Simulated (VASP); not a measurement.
# AlNi3 (Pm-3m) in VASP: further runs, part 2 of 2

VASP 6.6.1. Earlier steps stand in the parts before.

## (4) Single point, PBE

This run uses another cell than the first one, of 10.93 Å³/atom, 1.087 times its volume.

The input, INCAR:

```
SYSTEM = AlNi3
ALGO     = Normal         ! electronic algorithm
EDIFF    = 1E-7           ! SCF threshold, eV
ENCUT    = 520            ! plane-wave cutoff, eV
GGA      = PE             ! functional
ISIF     = 2              ! what is computed and relaxed
ISMEAR   = -1             ! smearing method
LASPH    = .True.         ! aspherical terms in the spheres
LCHARG   = .False.        ! write CHGCAR
LREAL    = .False.        ! projectors in reciprocal space
LWAVE    = .False.        ! write WAVECAR
NBANDS   = 24             ! bands
NELM     = 80             ! most SCF steps
PREC     = Accurate       ! precision mode
SIGMA    = 0.03           ! smearing width, eV
```

The input, KPOINTS:

```
k-points
0
Gamma
  10 10 10
  0 0 0
```

The input, POSCAR:

```
AlNi3
1.0
    3.5230547267      0.0000000000      0.0000000000
    0.0000000000      3.5230547267      0.0000000000
    0.0000000000      0.0000000000      3.5230547267
Al Ni
1 3
Direct
    0.0000000000      0.0000000000      0.0000000000
    0.0000000000      0.5000000000      0.5000000000
    0.5000000000      0.0000000000      0.5000000000
    0.5000000000      0.5000000000      0.0000000000
```

Potentials or basis: VASP PAW PBE potentials, release 64 (Al, Ni).

On the command line:

```sh
cat potpaw_PBE.64/Al/POTCAR potpaw_PBE.64/Ni/POTCAR > POTCAR
mpirun -np 1 vasp_std > vasp.out
```

OUTCAR:

```text
SYSTEM = AlNi3
   EDIFF = 1E-7
   ENCUT = 520
   GGA = PE
   ISIF = 2
   ISMEAR = -1
   LASPH = .True.
   LREAL = .False.
   NELM = 80
   PREC = Accurate

 ion  position               nearest neighbor table
   1  0.000  0.000  0.000-   2 2.49   3 2.49   4 2.49   2 2.49   3 2.49   2 2.49   4 2.49   2 2.49
                             3 2.49   4 2.49   3 2.49   4 2.49
   2  0.000  0.500  0.500-   1 2.49   3 2.49   4 2.49   1 2.49   4 2.49   1 2.49   3 2.49   1 2.49
                             3 2.49   4 2.49   4 2.49   3 2.49
   3  0.500  0.000  0.500-   1 2.49   2 2.49   4 2.49   1 2.49   4 2.49   2 2.49   4 2.49   4 2.49
                             1 2.49   2 2.49   1 2.49   2 2.49
   4  0.500  0.500  0.000-   1 2.49   2 2.49   3 2.49   2 2.49   3 2.49   1 2.49   3 2.49   3 2.49
                             1 2.49   2 2.49   2 2.49   1 2.49

  LATTYP: Found a simple cubic cell.
 ALAT       =     3.5230547267

  Lattice vectors:

 A1 = (   3.5230547267,   0.0000000000,   0.0000000000)
 A2 = (   0.0000000000,   3.5230547267,   0.0000000000)
 A3 = (   0.0000000000,   0.0000000000,   3.5230547267)

Analysis of symmetry for initial positions (statically):
=====================================================================
 Subroutine PRICEL returns:
 Original cell was already a primitive cell.

 Routine SETGRP: Setting up the symmetry group for a
 simple cubic supercell.

 Subroutine GETGRP returns: Found 48 space group operations
[... 9 lines left out ...]

 Routine SETGRP: Setting up the symmetry group for a
 simple cubic supercell.

 Subroutine GETGRP returns: Found 48 space group operations
[... 11 lines left out ...]
                                     Primitive cell

  volume of cell :      43.7279

  direct lattice vectors                    reciprocal lattice vectors
     3.523054727  0.000000000  0.000000000     0.283844583  0.000000000  0.000000000
[... 100 lines left out ...]
   PSTRESS=    0.0 pullay stress
   NELECT =      33.0000    total number of electrons
   NUPDOWN=      -1.0000    fix difference up-down
   EMIN   =  10.00;   EMAX   =-10.00  energy-range for DOS
   EFERMI =   0.00;   METHOD = LEGACY
   ISMEAR =    -1;   SIGMA  =   0.03  broadening in eV -4-tet -1-fermi 0-gaus
   EFERMI_NEDOS =   21; number of points for ismear=-14 and -15
   IALGO  =     38    algorithm
   IMIX   =      4    mixing-type and parameters
     AMIX     =   0.40;   BMIX     =  1.00
     AMIX_MAG =   1.60;   BMIX_MAG =  1.00
  volume/ion in A,a.u.               =      10.93        73.77
  Fermi-wavevector in a.u.,A,eV,Ry     =   1.490482  2.816603 30.225843  2.221537
  Thomas-Fermi vector in A             =   2.603258
   LORBIT       =      0    0 simple, 1 ext, 2 COOP (PROOUT), +10 PAW based schemes
   GGA     = PE    functional components
[... 5 lines left out ...]
 non-spin polarized calculation
  energy-cutoff  :      520.00
  volume of cell :       43.73
 maximum number of plane-waves:      1208
 NGX is ok and might be reduce to    28
   NGX = 13   NGY = 13   NGZ = 13

 number of electron      32.9999980 magnetization

 Free energy of the ion-electron system (eV)
  ---------------------------------------------------
  ext. energy  EPLUGINS =         0.00000000
  ---------------------------------------------------
  free energy    TOTEN  =       -21.85125155 eV

  energy without entropy =      -21.83492963  energy(sigma->0) =      -21.84309059

 E-fermi :   9.8851     XC(G=0): -12.8539

 val. band max:        9.8786353390   @ k =   0.4000   0.4000   0.4000
 cond. band min:       9.8883587529   @ k =   0.3000   0.2000   0.1000
 fundamental gap:      0.0097234139
 Fermi energy:         9.8851156932

 k-point     1 :       0.0000    0.0000    0.0000
  band No.  band energies     occupation
      1      -0.2508      2.00000
      2       5.4944      2.00000
      3       6.2214      2.00000
      4       6.2214      2.00000
      5       6.6493      2.00000
      6       6.6493      2.00000
[... 637 lines left out ...]
     23      18.4729      0.00000
     24      21.0180      0.00000

 [... further k-points ...]

------------------------ aborting loop because EDIFF is reached ----------------------------------------

  FORCE on cell =-STRESS in cart. coord.  units (eV):
  Direction    XX          YY          ZZ          XY          YZ          ZX
  --------------------------------------------------------------------------------------
  -------------------------------------------------------------------------------------
  Total        1.9070297      1.9070297      1.9070297      0.0000000      0.0000000     -0.0000000
  in kB       69.8730791     69.8730791     69.8730791      0.0000000      0.0000000     -0.0000000
  external PRESSURE =      69.8730791 kB  Pullay stress =       0.0000000 kB

 VOLUME and BASIS-vectors are now :
 -----------------------------------------------------------------------------
  energy-cutoff  :      520.00
  volume of cell :       43.73
      direct lattice vectors                 reciprocal lattice vectors
     3.523054727  0.000000000  0.000000000     0.283844583  0.000000000  0.000000000
     0.000000000  3.523054727  0.000000000     0.000000000  0.283844583  0.000000000
     0.000000000  0.000000000  3.523054727     0.000000000  0.000000000  0.283844583

 POSITION                                       TOTAL-FORCE (eV/Angst)
 -----------------------------------------------------------------------------------
      0.00000      0.00000      0.00000         0.000000      0.000000      0.000000
      0.00000      1.76153      1.76153         0.000000      0.000000      0.000000
      1.76153      0.00000      1.76153         0.000000      0.000000      0.000000
      1.76153      1.76153      0.00000         0.000000      0.000000      0.000000
 -----------------------------------------------------------------------------------
    total drift:                                0.000000      0.000000      0.000000

  FREE ENERGIE OF THE ION-ELECTRON SYSTEM (eV)
  ---------------------------------------------------
  free  energy   TOTEN  =       -21.8512515511 eV

  energy  without entropy=      -21.8349296272  energy(sigma->0) =      -21.84309059
```

It took 38 s on 1 thread of AMD EPYC 9R14 (Zen 4), shared host; peak memory 0.16 GiB.

What came out:

* Free energy: -21.8513 eV
* Pressure: 7.0 GPa

Spin polarisation is off, so any magnetic state and its effect on volume and gap are missing.

## (5) Single point, PBE (volume scaled by 1.04)

The input, INCAR:

```
PREC     = Accurate       # precision mode
ENCUT    = 520            # plane-wave cutoff, eV
EDIFF    = 1E-7           # SCF threshold, eV
ISMEAR   = -1             # smearing method
SIGMA    = 0.03           # smearing width, eV
LREAL    = False          # projectors in reciprocal space
LASPH    = True           # aspherical terms in the spheres
NELM     = 60             # most SCF steps
ALGO     = Normal         # electronic algorithm
ISIF     = 2              # what is computed and relaxed
LWAVE    = False          # write WAVECAR
LCHARG   = False          # write CHGCAR
GGA      = PE             # functional
NBANDS   = 24             # bands
```

The input, KPOINTS:

```
regular mesh
0
Gamma
  10 10 10
```

The input, POSCAR:

```
AlNi3
1.0
    3.5694160265      0.0000000000      0.0000000000
    0.0000000000      3.5694160265      0.0000000000
    0.0000000000      0.0000000000      3.5694160265
Al Ni
1 3
Direct
    0.0000000000      0.0000000000      0.0000000000
    0.0000000000      0.5000000000      0.5000000000
    0.5000000000      0.0000000000      0.5000000000
    0.5000000000      0.5000000000      0.0000000000
```

On the command line:

```sh
cat potpaw_PBE.64/Al/POTCAR potpaw_PBE.64/Ni/POTCAR > POTCAR
mpirun -np 1 vasp_std > vasp.out
```

Wall time 43 s (1 thread of AMD EPYC 9R14 (Zen 4), shared host); peak memory 0.16 GiB.

The run converged. Its results:

- Free energy: -21.8844 eV
- Pressure: -0.6 GPa

Levels at points of the mesh, in eV from the Fermi level:
```csv
k point,band 15,band 16,band 17,band 18,band 19,band 20
"(0.00, 0.00, 0.00)",0.18,0.18,0.90,0.90,0.90,6.60
"(0.50, 0.00, 0.00)",-0.86,-0.36,0.18,5.52,5.52,5.63
"(0.50, 0.50, 0.00)",-0.80,-0.72,-0.44,1.01,1.01,8.12
"(0.50, 0.50, 0.50)",-0.90,-0.10,-0.02,-0.02,-0.02,3.41
```

Caveat: the cell differs from its parent crystal (volume scaled by 1.04).

## (6) Single point, PBE (volume scaled by 1.1)

The input, INCAR:

```
SYSTEM = AlNi3
  ALGO = Normal
  EDIFF = 1E-6
  ENCUT = 520
  GGA = PE
  ISIF = 2
  ISMEAR = -1
  LASPH = .True.
  LCHARG = .False.
  LREAL = .False.
  LWAVE = .False.
  NBANDS = 24
  NELM = 60
  PREC = Accurate
  SIGMA = 0.03
```

The input, KPOINTS:

```
k-points
0
Gamma
  10 10 10
  0 0 0
```

The input, POSCAR:

```
AlNi3
1.0
    3.6367793400      0.0000000000      0.0000000000
    0.0000000000      3.6367793400      0.0000000000
    0.0000000000      0.0000000000      3.6367793400
Al Ni
1 3
Direct
    0.0000000000      0.0000000000      0.0000000000
    0.0000000000      0.5000000000      0.5000000000
    0.5000000000      0.0000000000      0.5000000000
    0.5000000000      0.5000000000      0.0000000000
```

Potentials or basis: VASP PAW PBE potentials, release 64 (Al, Ni).

On the command line:

```sh
cat potpaw_PBE.64/Al/POTCAR potpaw_PBE.64/Ni/POTCAR > POTCAR
mpirun -np 1 vasp_std > vasp.out
```

OUTCAR:

```text
SYSTEM = AlNi3
   EDIFF = 1E-6
   ENCUT = 520
   GGA = PE
   ISIF = 2
   ISMEAR = -1
   LASPH = .True.
   LREAL = .False.
   NELM = 60
   PREC = Accurate

 ion  position               nearest neighbor table
   1  0.000  0.000  0.000-   2 2.57   3 2.57   4 2.57   2 2.57   3 2.57   2 2.57   4 2.57   2 2.57
                             3 2.57   4 2.57   3 2.57   4 2.57
   2  0.000  0.500  0.500-   1 2.57   3 2.57   4 2.57   1 2.57   4 2.57   1 2.57   3 2.57   1 2.57
                             3 2.57   4 2.57   4 2.57   3 2.57
[... 852 lines left out ...]
  Direction    XX          YY          ZZ          XY          YZ          ZX
  --------------------------------------------------------------------------------------
  -------------------------------------------------------------------------------------
  Total       -2.8222377     -2.8222377     -2.8222377      0.0000000     -0.0000000      0.0000000
  in kB      -94.0055102    -94.0055102    -94.0055102      0.0000000     -0.0000000      0.0000000
  external PRESSURE =     -94.0055102 kB  Pullay stress =       0.0000000 kB

 VOLUME and BASIS-vectors are now :
 -----------------------------------------------------------------------------
  energy-cutoff  :      520.00
  volume of cell :       48.10
      direct lattice vectors                 reciprocal lattice vectors
     3.636779340  0.000000000  0.000000000     0.274968566  0.000000000  0.000000000
     0.000000000  3.636779340  0.000000000     0.000000000  0.274968566  0.000000000
     0.000000000  0.000000000  3.636779340     0.000000000  0.000000000  0.274968566

 POSITION                                       TOTAL-FORCE (eV/Angst)
 -----------------------------------------------------------------------------------
      0.00000      0.00000      0.00000         0.000000      0.000000      0.000000
      0.00000      1.81839      1.81839         0.000000      0.000000      0.000000
      1.81839      0.00000      1.81839         0.000000      0.000000      0.000000
      1.81839      1.81839      0.00000         0.000000      0.000000      0.000000
 -----------------------------------------------------------------------------------
    total drift:                                0.000000      0.000000      0.000000

  FREE ENERGIE OF THE ION-ELECTRON SYSTEM (eV)
  ---------------------------------------------------
  free  energy   TOTEN  =       -21.7985896800 eV

  energy  without entropy=      -21.7795661091  energy(sigma->0) =      -21.78907789
```

OSZICAR:

```text
N       E                     dE             d eps       ncg     rms          rms(c)
DAV:   1     0.183344412161E+03    0.18334E+03   -0.14226E+04  2696   0.171E+03
DAV:   2    -0.173145643633E+02   -0.20066E+03   -0.18937E+03  2688   0.315E+02
DAV:   3    -0.257704940016E+02   -0.84559E+01   -0.80790E+01  3304   0.894E+01
DAV:   4    -0.258934077699E+02   -0.12291E+00   -0.12286E+00  3240   0.926E+00
DAV:   5    -0.258977119539E+02   -0.43042E-02   -0.43041E-02  3568   0.162E+00    0.187E+01
DAV:   6    -0.277490741311E+02   -0.18514E+01   -0.46241E+01  3088   0.119E+02    0.227E+01
DAV:   7    -0.218502137426E+02    0.58989E+01   -0.16202E+01  3096   0.659E+01    0.180E+00
DAV:   8    -0.218201468603E+02    0.30067E-01   -0.33350E-01  2864   0.421E+00    0.117E+00
DAV:   9    -0.217992588465E+02    0.20888E-01   -0.25943E-02  3808   0.220E+00    0.170E-01
DAV:  10    -0.217986368534E+02    0.62199E-03   -0.14581E-03  3088   0.386E-01    0.109E-01
DAV:  11    -0.217985999383E+02    0.36915E-04   -0.16042E-04  3856   0.188E-01    0.422E-02
DAV:  12    -0.217985931815E+02    0.67568E-05   -0.16228E-05  3568   0.513E-02    0.164E-02
DAV:  13    -0.217985897766E+02    0.34049E-05   -0.26993E-06  2896   0.170E-02    0.160E-03
DAV:  14    -0.217985896800E+02    0.96592E-07   -0.39835E-07  1592   0.660E-03
   1 F= -.21798590E+02 E0= -.21789078E+02  d E =-.190236E-01
```

Wall time 38 s (1 thread of AMD EPYC 9R14 (Zen 4), shared host); peak memory 0.16 GiB.

What came out:

| Item | Value |
| --- | --- |
| Free energy | -21.7986 eV |
| Pressure | -9.4 GPa |

Caveat: the cell differs from its parent crystal (volume scaled by 1.1).

## (7) The runs side by side

```csv
cell,gap on the mesh (eV),pressure (GPa)
"a = 3.426 Å, 4 atoms",none,28.3
"a = 3.475 Å, 4 atoms",none,16.5
"a = 3.523 Å, 4 atoms",none,7.0
"a = 3.569 Å, 4 atoms",none,-0.6
"a = 3.637 Å, 4 atoms",none,-9.4
```

Alike in all rows: task single point; level PBE; potentials or basis VASP PAW PBE potentials, release 64 (Al, Ni); no spin polarisation; k mesh 10 × 10 × 10; cutoff (eV) 520; smearing fermi-dirac 0.03 eV.

Total energies depend on the potentials used, so only differences within one code and one set of settings carry meaning.
